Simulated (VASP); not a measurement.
# Li (a cell with a defect) in VASP: further runs

Li (a cell with a defect) is run at these levels: PBE; tasks: single point.

Everything below comes from runs of VASP 6.6.1. Logs are shortened: lines on timing, memory, paths and dates and some standing lists are left out, and cuts for length are marked.

### 1 The cell of the first run

The cell holds a defect, 17 atoms: a = 6.980 Å, b = 6.980 Å, c = 6.980 Å, α = 90.00°, β = 90.00°, γ = 90.00°.

### 2 Single point, PBE

Contents of INCAR:

```
PREC = Accurate ; ENCUT = 520
EDIFF = 1E-7 ; ISMEAR = -1
SIGMA = 0.002 ; LREAL = Auto
LASPH = True ; NELM = 100
ALGO = Normal ; ISIF = 2
LWAVE = False ; LCHARG = True
GGA = PE ; LELF = True
LVHAR = True ; NBANDS = 40
```

Contents of KPOINTS:

```
regular mesh
0
Gamma
  2 2 2
```

Contents of POSCAR:

```
Li
1.0
    6.9800000000      0.0000000000      0.0000000000
    0.0000000000      6.9800000000      0.0000000000
    0.0000000000      0.0000000000      6.9800000000
Li
17
Direct
    0.3092550143      0.4967478510      0.1225501433
    0.5070630372     -0.1762177650      0.0665759312
    0.0424212034      0.7093696275     -0.1179512894
    0.0118767908      0.0976934097      0.3515902579
    0.0966189112      0.3653581662     -0.4066189112
    0.6819054441      0.4758309456     -0.0025787966
    0.2450143266     -0.0276790831      0.0618911175
    0.8274355301     -0.0973495702      0.1400716332
   -0.4040257880      0.1809885387      0.6502435530
   -0.0158309456      0.5685530086      0.3541260745
    0.5012893983     -0.0136532951      0.3775644699
    0.5904584527      0.6561604585      0.3765186246
    0.7854727794      0.8748137536      0.6152148997
    0.4661318052      0.2735816619      1.2907020057
    0.4467621777      0.6365472779      0.7022063037
    1.0069197708      1.2562034384      0.9598853868
    0.2108022923      0.7909169054      0.5815759312
```

Potentials or basis: VASP PAW PBE potentials, release 64 (Li_sv).

Run with:

```bash
$ cat potpaw_PBE.64/Li_sv/POTCAR > POTCAR
$ mpirun -np 1 vasp_std > vasp.out
```

OUTCAR:

```text
PREC = Accurate
   ENCUT = 520
   EDIFF = 1E-7
   ISMEAR = -1
   LREAL = Auto
   LASPH = True
   NELM = 100
   ISIF = 2
   GGA = PE

 ion  position               nearest neighbor table
   1  0.309  0.497  0.123-  14 2.24
   2  0.507  0.824  0.067-   7 2.10   8 2.36  11 2.45  12 2.53
   3  0.042  0.709  0.882-  17 2.47
   4  0.012  0.098  0.352-   8 2.39   5 2.59
   5  0.097  0.365  0.593-  10 2.33   4 2.59
   6  0.682  0.476  0.997-
   7  0.245  0.972  0.062-   2 2.10
   8  0.827  0.903  0.140-   2 2.36   4 2.39
   9  0.596  0.181  0.650-  11 2.43  13 2.53
  10  0.984  0.569  0.354-   5 2.33
  11  0.501  0.986  0.378-  14 2.11  12 2.39   9 2.43   2 2.45
  12  0.590  0.656  0.377-  11 2.39  15 2.49   2 2.53
  13  0.785  0.875  0.615-   9 2.53
  14  0.466  0.274  0.291-  11 2.11   1 2.24
  15  0.447  0.637  0.702-  17 2.14  12 2.49
  16  0.007  0.256  0.960-
  17  0.211  0.791  0.582-  15 2.14   3 2.47

  LATTYP: Found a simple cubic cell.
 ALAT       =     6.9800000000

  Lattice vectors:

 A1 = (   6.9800000000,   0.0000000000,   0.0000000000)
 A2 = (   0.0000000000,   6.9800000000,   0.0000000000)
 A3 = (   0.0000000000,   0.0000000000,   6.9800000000)

Analysis of symmetry for initial positions (statically):
=====================================================================
 Subroutine PRICEL returns:
 Original cell was already a primitive cell.

 Routine SETGRP: Setting up the symmetry group for a
 simple cubic supercell.

 Subroutine GETGRP returns: Found  1 space group operations
 (whereof  1 operations were pure point group operations)
 out of a pool of 48 trial point group operations.

The static configuration has the point symmetry C_1 .

Analysis of symmetry for dynamics (positions and initial velocities):
=====================================================================
 Subroutine PRICEL returns:
 Original cell was already a primitive cell.

 Routine SETGRP: Setting up the symmetry group for a
 simple cubic supercell.

 Subroutine GETGRP returns: Found  1 space group operations
 (whereof  1 operations were pure point group operations)
 out of a pool of 48 trial point group operations.

The dynamic configuration has the point symmetry C_1 .

 Subroutine INISYM returns: Found  1 space group operations
 (whereof  1 operations are pure point group operations),
 and found     1 'primitive' translations

----------------------------------------------------------------------------------------

                                     Primitive cell

  volume of cell :     340.0684

  direct lattice vectors                    reciprocal lattice vectors
     6.980000000  0.000000000  0.000000000     0.143266476  0.000000000  0.000000000
     0.000000000  6.980000000  0.000000000     0.000000000  0.143266476  0.000000000
     0.000000000  0.000000000  6.980000000     0.000000000  0.000000000  0.143266476

  length of vectors
     6.980000000  6.980000000  6.980000000     0.143266476  0.143266476  0.143266476

  position of ions in fractional coordinates (direct lattice)
     0.309255014  0.496747851  0.122550143
     0.507063037  0.823782235  0.066575931
     0.042421203  0.709369628  0.882048711
     0.011876791  0.097693410  0.351590258
     0.096618911  0.365358166  0.593381089
     0.681905444  0.475830946  0.997421203
[... 9 lines left out ...]
     0.006919771  0.256203438  0.959885387
     0.210802292  0.790916905  0.581575931

  ion indices of the primitive-cell ions
   primitive index   ion index
                 1           1
                 2           2
                 3           3
                 4           4
                 5           5
                 6           6
[... 9 lines left out ...]
                16          16
                17          17

----------------------------------------------------------------------------------------

 KPOINTS: regular mesh

Automatic generation of k-mesh.
 Grid dimensions read from file:
 generate k-points for:    2    2    2

 Generating k-lattice:

  Cartesian coordinates                     Fractional coordinates (reciprocal lattice)
     0.071633238  0.000000000  0.000000000     0.500000000  0.000000000  0.000000000
     0.000000000  0.071633238  0.000000000     0.000000000  0.500000000  0.000000000
     0.000000000  0.000000000  0.071633238     0.000000000  0.000000000  0.500000000

  Length of vectors
     0.071633238  0.071633238  0.071633238

  Shift w.r.t. Gamma in fractional coordinates (k-lattice)
     0.000000000  0.000000000  0.000000000

 Subroutine IBZKPT returns following result:
 ===========================================

 Found      8 irreducible k-points:

 Following reciprocal coordinates:
            Coordinates               Weight
  0.000000  0.000000  0.000000      1.000000
  0.500000  0.000000  0.000000      1.000000
  0.000000  0.500000  0.000000      1.000000
  0.000000  0.000000  0.500000      1.000000
  0.500000  0.500000  0.000000      1.000000
[... 40 lines left out ...]
     AMIX     =   0.40;   BMIX     =  1.00
     AMIX_MAG =   1.60;   BMIX_MAG =  1.00
  volume/ion in A,a.u.               =      20.00       134.99
  Fermi-wavevector in a.u.,A,eV,Ry     =   0.869780  1.643646 10.293044  0.756517
  Thomas-Fermi vector in A             =   1.988651
   LORBIT       =      0    0 simple, 1 ext, 2 COOP (PROOUT), +10 PAW based schemes
   GGA     = PE    functional components
   LHFCALC =     F    Hartree Fock is set to
   AEXX    =    0.0000 exact exchange contribution
   IVDW    =     0    specifies the selected vdW correction
   LEPSILON=     F    determine dielectric tensor
   LRPA    =     F    only Hartree local field effects (RPA)
 non-spin polarized calculation
  energy-cutoff  :      520.00
  volume of cell :      340.07
 maximum number of plane-waves:      9124
 NGX is ok and might be reduce to    54
   NGX = 25   NGY = 25   NGZ = 25

 number of electron      51.0000019 magnetization

 Free energy of the ion-electron system (eV)
  ---------------------------------------------------
  ext. energy  EPLUGINS =         0.00000000
  ---------------------------------------------------
  free energy    TOTEN  =       -27.62046121 eV

  energy without entropy =      -27.61978044  energy(sigma->0) =      -27.62012083

 E-fermi :   0.3608     XC(G=0):  -7.0193

 val. band max:        0.3601900954   @ k =   0.5000   0.5000   0.0000
 cond. band min:       0.3614572074   @ k =   0.0000   0.0000   0.5000
 fundamental gap:      0.0012671120
 Fermi energy:         0.3608236544

 k-point     1 :       0.0000    0.0000    0.0000
  band No.  band energies     occupation
      1     -46.6202      2.00000
      2     -46.5310      2.00000
      3     -46.4433      2.00000
      4     -46.4274      2.00000
      5     -46.2549      2.00000
      6     -46.2404      2.00000
[... 29 lines left out ...]
     36       2.9760      0.00000
     37       3.6987      0.00000

 k-point     2 :       0.5000    0.0000    0.0000
  band No.  band energies     occupation
      1     -46.6202      2.00000
      2     -46.5310      2.00000
      3     -46.4433      2.00000
      4     -46.4274      2.00000
      5     -46.2549      2.00000
      6     -46.2401      2.00000
[... 29 lines left out ...]
     36       3.2713      0.00000
     37       3.6482      0.00000

 k-point     3 :       0.0000    0.5000    0.0000
  band No.  band energies     occupation
      1     -46.6202      2.00000
      2     -46.5310      2.00000
      3     -46.4433      2.00000
      4     -46.4274      2.00000
      5     -46.2550      2.00000
      6     -46.2405      2.00000
[... 29 lines left out ...]
     36       3.3540      0.00000
     37       3.4202      0.00000
[... 121 lines left out ...]
 k-point     7 :       0.5000    0.0000    0.5000
  band No.  band energies     occupation
      1     -46.6202      2.00000
      2     -46.5309      2.00000
      3     -46.4433      2.00000
      4     -46.4274      2.00000
      5     -46.2548      2.00000
      6     -46.2402      2.00000
[... 29 lines left out ...]
     36       3.8254      0.00000
     37       4.0414      0.00000

 k-point     8 :       0.5000    0.5000    0.5000
  band No.  band energies     occupation
      1     -46.6202      2.00000
      2     -46.5309      2.00000
      3     -46.4433      2.00000
      4     -46.4274      2.00000
      5     -46.2548      2.00000
      6     -46.2402      2.00000
[... 29 lines left out ...]
     36       3.5734      0.00000
     37       3.7353      0.00000
 [bands above 37 left out]

------------------------ aborting loop because EDIFF is reached ----------------------------------------

  FORCE on cell =-STRESS in cart. coord.  units (eV):
  Direction    XX          YY          ZZ          XY          YZ          ZX
  --------------------------------------------------------------------------------------
  -------------------------------------------------------------------------------------
  Total        4.7364697      5.0906139      4.4087353     -3.4472053     -0.9532070      2.9722899
  in kB       22.3151126     23.9836057     20.7710445    -16.2409513     -4.4908810     14.0034642
  external PRESSURE =      22.3565876 kB  Pullay stress =       0.0000000 kB

 VOLUME and BASIS-vectors are now :
 -----------------------------------------------------------------------------
  energy-cutoff  :      520.00
  volume of cell :      340.07
      direct lattice vectors                 reciprocal lattice vectors
     6.980000000  0.000000000  0.000000000     0.143266476  0.000000000  0.000000000
     0.000000000  6.980000000  0.000000000     0.000000000  0.143266476  0.000000000
     0.000000000  0.000000000  6.980000000     0.000000000  0.000000000  0.143266476

 POSITION                                       TOTAL-FORCE (eV/Angst)
 -----------------------------------------------------------------------------------
      2.15860      3.46730      0.85540        -0.756197      0.503185     -0.274250
      3.53930      5.75000      0.46470         0.459180     -0.368009     -0.964730
      0.29610      4.95140      6.15670        -0.378019     -0.371062      0.231576
      0.08290      0.68190      2.45410         0.098591      0.145302      0.224515
      0.67440      2.55020      4.14180         0.499982     -0.251945      0.561773
      4.75970      3.32130      6.96200         0.355358     -0.082470     -0.031764
[... 9 lines left out ...]
      0.04830      1.78830      6.70000        -0.058533     -0.068315     -0.023361
      1.47140      5.52060      4.05940        -0.340156      0.952520     -0.803818
 -----------------------------------------------------------------------------------
    total drift:                               -0.000854     -0.000355     -0.006077

  FREE ENERGIE OF THE ION-ELECTRON SYSTEM (eV)
  ---------------------------------------------------
  free  energy   TOTEN  =       -27.6204612086 eV

  energy  without entropy=      -27.6197804439  energy(sigma->0) =      -27.62012083
```

Wall time 2.5 min (1 thread of Intel Xeon 6975P-C (Granite Rapids), shared host); peak memory 0.36 GiB.

What came out:

* Free energy: -27.6205 eV
* Largest force: 1.292 eV/Å
* Band gap on the k mesh: zero (an odd number of electrons rules out a gap without spin polarisation)

Forces on the atoms (eV/Å):
```
Li  -0.756  0.503 -0.274
Li   0.459 -0.368 -0.965
Li  -0.378 -0.371  0.232
Li   0.099  0.145  0.225
Li   0.500 -0.252  0.562
Li   0.355 -0.082 -0.032
Li  -0.599  0.486 -0.205
Li   0.052  0.014 -0.138
Li  -0.015  0.540  0.854
Li  -0.315  0.357 -0.715
Li  -0.388 -0.627  0.318
Li   0.247 -0.795 -0.034
Li   0.423 -0.262  0.397
Li   0.200  0.492 -0.050
Li   0.515 -0.664  0.653
Li  -0.059 -0.068 -0.023
Li  -0.340  0.953 -0.804
```

Caveat: the k points lie up to 0.45 Å⁻¹ apart, too coarse for converged energies and pressures of a metal; the cutoff is under 1.25 times the usual one of these potentials, so pressure, stress and relaxed cells hold a basis-set (Pulay) error; the atoms stand as in a frame of molecular dynamics.

### 3 Single point, PBE

Contents of INCAR:

```
SYSTEM = Li
ALGO = Normal ; EDIFF = 1E-6
ENCUT = 520 ; GGA = PE
ISIF = 2 ; ISMEAR = -1
LASPH = .True. ; LCHARG = .False.
LREAL = Auto ; LWAVE = .False.
NBANDS = 40 ; NELM = 100
PREC = Accurate ; SIGMA = 0.002
```

Contents of KPOINTS:

```
k-points
0
Gamma
  2 2 2
  0 0 0
```

Contents of POSCAR:

```
Li
1.0
    6.9800000000      0.0000000000      0.0000000000
    0.0000000000      6.9800000000      0.0000000000
    0.0000000000      0.0000000000      6.9800000000
Li
17
Direct
    0.3189111748      0.4987106017      0.0964469914
    0.5332234957     -0.1991690544     -0.0352578797
   -0.0509025788      0.6867478510     -0.0206303725
   -0.0780229226      0.1336962751      0.3927220630
    0.1970916905      0.3244985673     -0.3735530086
    0.6901862464      0.4547134670     -0.0939255014
    0.2189541547     -0.0437965616      0.0326934097
    0.8486962751     -0.0122922636      0.0926934097
   -0.3405157593      0.2342263610      0.5915186246
    0.0022636103      0.6790974212      0.4334527221
    0.3271203438     -0.0417335244      0.3541833811
    0.6530372493      0.7834813754      0.2760171920
    0.7636962751      0.8928939828      0.7777650430
    0.6248997135      0.3990974212      1.2816475645
    0.3781948424      0.6617335244      0.6854011461
    1.0179369628      1.3213180516      1.0572922636
    0.1960028653      0.9581518625      0.7145845272
```

Potentials or basis: VASP PAW PBE potentials, release 64 (Li_sv).

Run with:

```bash
$ cat potpaw_PBE.64/Li_sv/POTCAR > POTCAR
$ mpirun -np 1 vasp_std > vasp.out
```

Run time: 2 min. Hardware: 1 thread of Intel Xeon 6975P-C (Granite Rapids), shared host; peak memory 0.36 GiB.

Results (log left out):

* Free energy: -27.5815 eV
* Largest force: 1.798 eV/Å
* Band gap on the k mesh: zero (an odd number of electrons rules out a gap without spin polarisation)

Forces on the atoms (eV/Å):
```
Li  -0.054  0.299  0.105
Li  -0.635  0.004  0.319
Li   0.806 -0.527  0.074
Li   0.670 -0.226  0.165
Li  -0.094  0.166  0.083
Li  -0.221 -0.276 -0.294
Li  -0.014  0.230  0.394
Li  -0.107  0.971  0.126
Li  -0.563 -0.275  0.676
Li   0.034 -0.120 -0.076
Li   0.182  0.275  0.329
Li  -0.087 -0.360  0.965
Li   0.371  0.438 -1.704
Li   0.071 -0.009 -0.170
Li   0.245 -0.460 -0.522
Li  -0.055 -0.361 -0.105
Li  -0.549  0.233 -0.365
```

Levels at points of the mesh, in eV from the Fermi level:
```tsv
k point	band 22	band 23	band 24	band 25	band 26	band 27	band 28	band 29
(0.00, 0.00, 0.00)	-1.02	-0.95	-0.83	0.14	0.60	0.71	0.82	1.01
(0.50, 0.00, 0.00)	-0.68	-0.66	-0.51	-0.31	-0.24	-0.13	0.97	1.11
(0.00, 0.50, 0.00)	-0.63	-0.61	-0.51	-0.40	-0.30	-0.12	0.88	1.21
(0.00, 0.00, 0.50)	-0.62	-0.55	-0.45	-0.37	-0.29	-0.13	0.77	1.08
(0.50, 0.50, 0.00)	-0.41	-0.27	-0.13	-0.06	0.09	0.22	0.32	0.77
(0.00, 0.50, 0.50)	-0.57	-0.44	-0.18	-0.11	0.22	0.32	0.45	0.76
(0.50, 0.00, 0.50)	-0.49	-0.35	-0.16	0.05	0.14	0.23	0.35	0.61
(0.50, 0.50, 0.50)	-1.54	-1.47	-1.43	-1.37	1.05	1.41	1.65	1.87
```

Caveat: the k points lie up to 0.45 Å⁻¹ apart, too coarse for converged energies and pressures of a metal; the cutoff is under 1.25 times the usual one of these potentials, so pressure, stress and relaxed cells hold a basis-set (Pulay) error; the atoms stand as in a frame of molecular dynamics.

### 4 Single point, PBE

Contents of INCAR:

```
PREC = Accurate
ENCUT = 520
EDIFF = 1E-6
ISMEAR = -1
SIGMA = 0.002
LREAL = Auto
LASPH = True
NELM = 80
ALGO = Normal
ISIF = 2
LWAVE = False
LCHARG = False
GGA = PE
NBANDS = 40
```

Contents of KPOINTS:

```
Automatic mesh
0
Gamma
  2 2 2
```

Contents of POSCAR:

```
Li
1.0
    6.9800000000      0.0000000000      0.0000000000
    0.0000000000      6.9800000000      0.0000000000
    0.0000000000      0.0000000000      6.9800000000
Li
17
Direct
    0.3754154728      0.2911891117      0.0279656160
    0.4126217765     -0.2119627507      0.0088395415
   -0.1683381089      0.8030085960      0.0306446991
   -0.0928366762      0.1380659026      0.3730515759
    0.3277793696      0.3478510029     -0.3559885387
    0.6410888252      0.4763467049     -0.0977507163
    0.1053008596     -0.0906446991      0.0471346705
    0.7668194842      0.1415042980      0.0318911175
   -0.2860028653      0.1972636103      0.6931088825
   -0.1169197708      0.7507449857      0.6017621777
    0.3447277937      0.1101002865      0.3819197708
    0.5993839542      0.7972206304      0.3568194842
    0.4872922636      0.8493982808      0.6842693410
    0.5652578797      0.4401289398      1.2984383954
    0.2908022923      0.6433810888      0.6537106017
    1.0542120344      1.4825071633      1.1089541547
    0.1326361032      1.0217335244      0.7192120344
```

Run with:

```bash
$ cat potpaw_PBE.64/Li_sv/POTCAR > POTCAR
$ mpirun -np 1 vasp_std > vasp.out
```

Wall time 1.8 min (1 thread of Intel Xeon 6975P-C (Granite Rapids), shared host); peak memory 0.37 GiB.

It converged, with:

```yaml
Free_energy: -27.5338 eV
Largest_force: 1.799 eV/Å
Band_gap_on_the_k_mesh: zero (an odd number of electrons rules out a gap without spin polarisation)
```

Forces in eV/Å, atoms in the order of the input:
```
Li  -0.430 -0.668 -0.231
Li   0.324 -0.294  0.512
Li  -1.163 -0.775 -0.271
Li   0.234  0.026 -0.052
Li   0.097 -0.717  0.103
Li   0.281  0.952 -0.292
Li   0.843  0.621  0.567
Li  -0.290  0.054  0.329
Li  -0.148 -0.275 -0.560
Li   0.113 -0.350  0.105
Li  -0.009 -0.517 -0.412
Li   0.084  0.289 -0.479
Li   1.158  1.334  0.337
Li   0.328  0.061  0.422
Li  -1.197  0.035 -0.248
Li  -0.036 -0.104  0.117
Li  -0.189  0.325  0.051
```

Levels at points of the mesh, in eV from the Fermi level:
| k point | band 21 | band 22 | band 23 | band 24 | band 25 | band 26 | band 27 | band 28 | band 29 | band 30 |
| --- | --- | --- | --- | --- | --- | --- | --- | --- | --- | --- |
| (0.00, 0.00, 0.00) | -1.08 | -0.97 | -0.96 | -0.74 | 0.30 | 0.67 | 0.71 | 0.80 | 1.06 | 1.31 |
| (0.50, 0.00, 0.00) | -0.74 | -0.69 | -0.51 | -0.46 | -0.34 | -0.20 | -0.03 | 1.18 | 1.27 | 1.40 |
| (0.00, 0.50, 0.00) | -0.70 | -0.61 | -0.52 | -0.49 | -0.41 | -0.29 | -0.10 | 1.10 | 1.34 | 1.42 |
| (0.00, 0.00, 0.50) | -0.70 | -0.58 | -0.49 | -0.43 | -0.30 | -0.25 | -0.10 | 0.77 | 0.98 | 1.32 |
| (0.50, 0.50, 0.00) | -1.88 | -0.37 | -0.18 | -0.14 | 0.00 | 0.01 | 0.12 | 0.68 | 1.03 | 1.07 |
| (0.00, 0.50, 0.50) | -1.94 | -0.46 | -0.27 | -0.15 | 0.01 | 0.06 | 0.40 | 0.72 | 0.81 | 1.19 |
| (0.50, 0.00, 0.50) | -1.93 | -0.43 | -0.14 | -0.09 | -0.07 | 0.04 | 0.37 | 0.47 | 0.85 | 1.23 |
| (0.50, 0.50, 0.50) | -1.66 | -1.55 | -1.49 | -1.43 | -1.05 | 1.21 | 1.58 | 1.74 | 2.00 | 2.14 |

Caveat: the k points lie up to 0.45 Å⁻¹ apart, too coarse for converged energies and pressures of a metal; the cutoff is under 1.25 times the usual one of these potentials, so pressure, stress and relaxed cells hold a basis-set (Pulay) error; the atoms stand as in a frame of molecular dynamics.

### 5 Summary

| cell | gap on the mesh (eV) | largest force (eV/Å) |
| --- | --- | --- |
| as given, atomic positions A | none | 1.29 |
| as given, atomic positions B | none | 1.80 |
| as given, atomic positions C | none | 1.80 |

Alike in all rows: task single point; level PBE; potentials or basis VASP PAW PBE potentials, release 64 (Li_sv); no spin polarisation; k mesh 2 × 2 × 2; cutoff (eV) 520; smearing fermi-dirac 0.002 eV.

Caveats: all runs use coarse meshes; the cutoff is under 1.25 times the usual one of these potentials, so pressure, stress and relaxed cells hold a basis-set (Pulay) error; the atoms stand as in a frame of molecular dynamics.

Total energies depend on the potentials used, so only differences within one code and one set of settings carry meaning.

The gap in the log of VASP goes by the Fermi energy; the results here count the filled bands.